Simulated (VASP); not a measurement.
Runs of VASP 6.6.1 on SiC5. The structure is that of space group P6/mmm (No. 191), or close to it. The cells are those of the table. 

```csv
task,cell,k mesh,cutoff (eV),smearing,gap on the mesh (eV),pressure (GPa),relaxed volume (Å³/atom)
single point,"a = 2.440, b = 2.440, c = 16.839 Å, angles 90.0, 90.0, 120.0°, 6 atoms",18 × 18 × 4,520,gaussian 0.01 eV,none,0.2,-
single point,"a = 2.438, b = 2.438, c = 16.182 Å, angles 90.0, 90.0, 120.0°, 6 atoms",12 × 12 × 1,520,gaussian 0.1 eV,0.14,0.0,-
relaxation of cell and atoms,"relaxed from a = 2.438, b = 2.438, c = 16.182 Å, angles 90.0, 90.0, 120.0°, 6 atoms",18 × 18 × 4,600,gaussian 0.01 eV,none,0.0,13.90
single point,"a = 2.440, b = 2.440, c = 16.839 Å, angles 90.0, 90.0, 120.0°, 6 atoms",18 × 18 × 4,520,gaussian 0.1 eV,none,0.2,-
relaxation of cell and atoms,"relaxed from a = 2.441, b = 2.441, c = 16.041 Å, angles 90.0, 90.0, 120.0°, 6 atoms",12 × 12 × 1,600,gaussian 0.1 eV,0.14,0.1,(a)
single point,"a = 2.441, b = 2.441, c = 16.041 Å, angles 90.0, 90.0, 120.0°, 6 atoms",6 × 6 × 2,520,gaussian 0.1 eV,0.09,0.2,-
relaxation of cell and atoms,"relaxed from a = 2.440, b = 2.440, c = 16.839 Å, angles 90.0, 90.0, 120.0°, 6 atoms",18 × 18 × 4,600,gaussian 0.1 eV,none,0.1,13.90
```

Alike in all rows: level PBE; potentials or basis VASP PAW PBE potentials, release 64 (Si, C); no spin polarisation.

Estimate the missing entries.

(a) 13.75.

Caveats: some runs use coarse meshes.

A k mesh can miss the band edges.

A gap of «none» marks levels without a gap at the run's occupations.
